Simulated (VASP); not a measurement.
# Rb2Li (Fd-3m) in VASP: further runs, part 2 of 2

VASP 6.6.1. Earlier steps stand in the parts before.

## Step 3: Single point, PBE

This run uses another cell than the first one, of 66.09 Å³/atom.

Input file INCAR:

```
SYSTEM = Rb2Li
PREC = Accurate
ENCUT = 520
EDIFF = 1E-7
ISMEAR = 0
SIGMA = 0.1
LREAL = .FALSE.
LASPH = .TRUE.
NELM = 60
ALGO = Normal
ISIF = 2
LWAVE = .FALSE.
LCHARG = .FALSE.
GGA = PE
NBANDS = 30
```

Input file KPOINTS:

```
Automatic mesh
0
G
  4 4 4
  0 0 0
```

Input file POSCAR:

```
Rb2Li
1.0
    0.0000000000      5.8311406690      5.8311406690
    5.8311406690      0.0000000000      5.8311406690
    5.8311406690      5.8311406690      0.0000000000
Rb Li
4 2
Direct
    0.6250000000      0.6250000000      0.6250000000
    0.1250000000      0.6250000000      0.6250000000
    0.6250000000      0.6250000000      0.1250000000
    0.6250000000      0.1250000000      0.6250000000
    0.0000000000      0.0000000000      0.0000000000
    0.2500000000      0.2500000000      0.2500000000
```

Potentials or basis: VASP PAW PBE potentials, release 64 (Rb_sv, Li_sv).

The run is started by

```
$ cat potpaw_PBE.64/Rb_sv/POTCAR potpaw_PBE.64/Li_sv/POTCAR > POTCAR
$ mpirun -np 1 vasp_std > vasp.out
```

OUTCAR:

```text
SYSTEM = Rb2Li
   PREC = Accurate
   ENCUT = 520
   EDIFF = 1E-7
   ISMEAR = 0
   LREAL = .FALSE.
   LASPH = .TRUE.
   NELM = 60
   ISIF = 2
   GGA = PE

 ion  position               nearest neighbor table
   1  0.625  0.625  0.625-   2 4.12   3 4.12   4 4.12   3 4.12   4 4.12   2 4.12
   2  0.125  0.625  0.625-   1 4.12   3 4.12   4 4.12   1 4.12   3 4.12   4 4.12
   3  0.625  0.625  0.125-   1 4.12   1 4.12   2 4.12   4 4.12   4 4.12   2 4.12
   4  0.625  0.125  0.625-   1 4.12   3 4.12   1 4.12   2 4.12   3 4.12   2 4.12
   5  0.000  0.000  0.000-
   6  0.250  0.250  0.250-

  LATTYP: Found a face centered cubic cell.
 ALAT       =    11.6622813380

  Lattice vectors:

 A1 = (   0.0000000000,   5.8311406690,   5.8311406690)
 A2 = (   5.8311406690,   0.0000000000,   5.8311406690)
 A3 = (   5.8311406690,   5.8311406690,   0.0000000000)

Analysis of symmetry for initial positions (statically):
=====================================================================
 Subroutine PRICEL returns:
 Original cell was already a primitive cell.

[... 164 lines left out ...]

 val. band max:        0.1832732905   @ k =   0.5000   0.5000   0.0000
 cond. band min:       0.2971153112   @ k =   0.5000   0.0000   0.0000
 fundamental gap:      0.1138420207
 Fermi energy:         0.2003445035

 k-point     1 :       0.0000    0.0000    0.0000
  band No.  band energies     occupation
      1     -48.0809      2.00000
      2     -48.0809      2.00000
      3     -28.9312      2.00000
      4     -28.8934      2.00000
      5     -28.8934      2.00000
      6     -28.8934      2.00000
[... 253 lines left out ...]
     29       2.5644      0.00000
     30       2.5645      0.00000

------------------------ aborting loop because EDIFF is reached ----------------------------------------

  FORCE on cell =-STRESS in cart. coord.  units (eV):
  Direction    XX          YY          ZZ          XY          YZ          ZX
  --------------------------------------------------------------------------------------
  -------------------------------------------------------------------------------------
  Total        0.5904164      0.5904164      0.5904164     -0.0000000      0.0000000      0.0000000
  in kB        2.3854946      2.3854946      2.3854946     -0.0000000      0.0000000      0.0000000
  external PRESSURE =       2.3854946 kB  Pullay stress =       0.0000000 kB

 VOLUME and BASIS-vectors are now :
 -----------------------------------------------------------------------------
  energy-cutoff  :      520.00
  volume of cell :      396.54
      direct lattice vectors                 reciprocal lattice vectors
     0.000000000  5.831140669  5.831140669    -0.085746517  0.085746517  0.085746517
     5.831140669  0.000000000  5.831140669     0.085746517 -0.085746517  0.085746517
     5.831140669  5.831140669  0.000000000     0.085746517  0.085746517 -0.085746517

 POSITION                                       TOTAL-FORCE (eV/Angst)
 -----------------------------------------------------------------------------------
      7.28893      7.28893      7.28893         0.000000      0.000000      0.000000
      7.28893      4.37336      4.37336         0.000000      0.000000      0.000000
      4.37336      4.37336      7.28893         0.000000      0.000000      0.000000
      4.37336      7.28893      4.37336         0.000000      0.000000      0.000000
      0.00000      0.00000      0.00000         0.000000      0.000000      0.000000
      2.91557      2.91557      2.91557        -0.000000     -0.000000     -0.000000
 -----------------------------------------------------------------------------------
    total drift:                                0.000000      0.000000      0.000000

  FREE ENERGIE OF THE ION-ELECTRON SYSTEM (eV)
  ---------------------------------------------------
  free  energy   TOTEN  =        -5.6152162621 eV

  energy  without entropy=       -5.5915527816  energy(sigma->0) =       -5.60338452
```

stdout:

```text
POSCAR found type information on POSCAR RbLi
 POSCAR found :  2 types and       6 ions
 scaLAPACK will be used
 LDA part: xc-table for (Slater+PW92), standard interpolation
 POSCAR, INCAR and KPOINTS ok, starting setup
 FFT: planning ... GRIDC
 FFT: planning ... GRID_SOFT
 FFT: planning ... GRID
 WAVECAR not read
 entering main loop
```

Run time: 3.3 min. Hardware: 1 thread of Oxide Virtual Turin-like, shared host; peak memory 0.56 GiB.

Results:

| Item | Value |
| --- | --- |
| Free energy | -5.6152 eV |
| Band gap on the k mesh | zero (bands 21 and 22 overlap by 1.30 eV) |

Levels at points of the mesh, in eV from the Fermi level:
```tsv
k point	band 17	band 18	band 19	band 20	band 21	band 22	band 23	band 24	band 25	band 26
(0.00, 0.00, 0.00)	-13.06	-13.06	-2.35	-0.07	0.51	0.51	0.51	0.99	1.08	1.08
(0.50, 0.00, 0.00)	-13.06	-13.06	-1.48	-1.33	0.10	0.55	0.55	0.76	0.76	1.02
(0.50, 0.50, 0.00)	-13.06	-13.06	-1.12	-1.12	-0.07	-0.07	-0.02	-0.02	1.63	1.63
```

Caveat: the cutoff is under 1.25 times the usual one of these potentials, so pressure, stress and relaxed cells hold a basis-set (Pulay) error.

## Step 4: Single point, PBE

This run uses another cell than the first one, of 71.18 Å³/atom.

Input file INCAR:

```
SYSTEM = Rb2Li
ALGO = Fast ; EDIFF = 1E-6
ENCUT = 520 ; GGA = PE
ISIF = 2 ; ISMEAR = 0
LASPH = .TRUE. ; LCHARG = .FALSE.
LREAL = .FALSE. ; LWAVE = .FALSE.
NBANDS = 30 ; NELM = 60
PREC = Accurate ; SIGMA = 0.1
```

Input file KPOINTS:

```
k-points
0
G
  6 6 6
  0 0 0
```

Input file POSCAR:

```
Rb2Li
1.0
    0.0000000000      5.9772243465      5.9772243465
    5.9772243465      0.0000000000      5.9772243465
    5.9772243465      5.9772243465      0.0000000000
Rb Li
4 2
Direct
    0.1250000000      0.1250000000      0.1250000000
    0.6250000000      0.1250000000      0.1250000000
    0.1250000000      0.1250000000      0.6250000000
    0.1250000000      0.6250000000      0.1250000000
    0.5000000000      0.5000000000      0.5000000000
    0.7500000000      0.7500000000      0.7500000000
```

The run is started by

```
$ cat potpaw_PBE.64/Rb_sv/POTCAR potpaw_PBE.64/Li_sv/POTCAR > POTCAR
$ mpirun -np 1 vasp_std > vasp.out
```

Run time: 17 min. Hardware: 1 thread of Oxide Virtual Turin-like, shared host; peak memory 0.63 GiB.

It converged, with:

- Free energy: -5.6478 eV
- Band gap on the k mesh: zero (bands 21 and 22 overlap by 1.16 eV)

Levels at points of the mesh, in eV from the Fermi level:
```tsv
k point	band 19	band 20	band 21	band 22	band 23	band 24
(0.00, 0.00, 0.00)	-2.15	0.08	0.66	0.66	0.66	0.98
(0.50, 0.00, 0.00)	-1.33	-1.18	0.21	0.66	0.66	0.84
(0.50, 0.50, 0.00)	-0.98	-0.98	0.00	0.00	0.09	0.09
```

Caveat: the cutoff is under 1.25 times the usual one of these potentials, so pressure, stress and relaxed cells hold a basis-set (Pulay) error.

## Step 5: Overview

| cell | k mesh | gap on the mesh (eV) |
| --- | --- | --- |
| a = 6.453 Å, angles 60.0°, 6 atoms | 4 × 4 × 4 | none |
| a = 8.246 Å, angles 60.0°, 6 atoms | 4 × 4 × 4 | none |
| a = 8.453 Å, angles 60.0°, 6 atoms | 6 × 6 × 6 | none |

Alike in all rows: task single point; level PBE; potentials or basis VASP PAW PBE potentials, release 64 (Rb_sv, Li_sv); no spin polarisation; cutoff (eV) 520; smearing gaussian 0.1 eV.

Caveats: the cutoff is under 1.25 times the usual one of these potentials, so pressure, stress and relaxed cells hold a basis-set (Pulay) error.

Absolute energies hang on the potentials; compare differences alone.
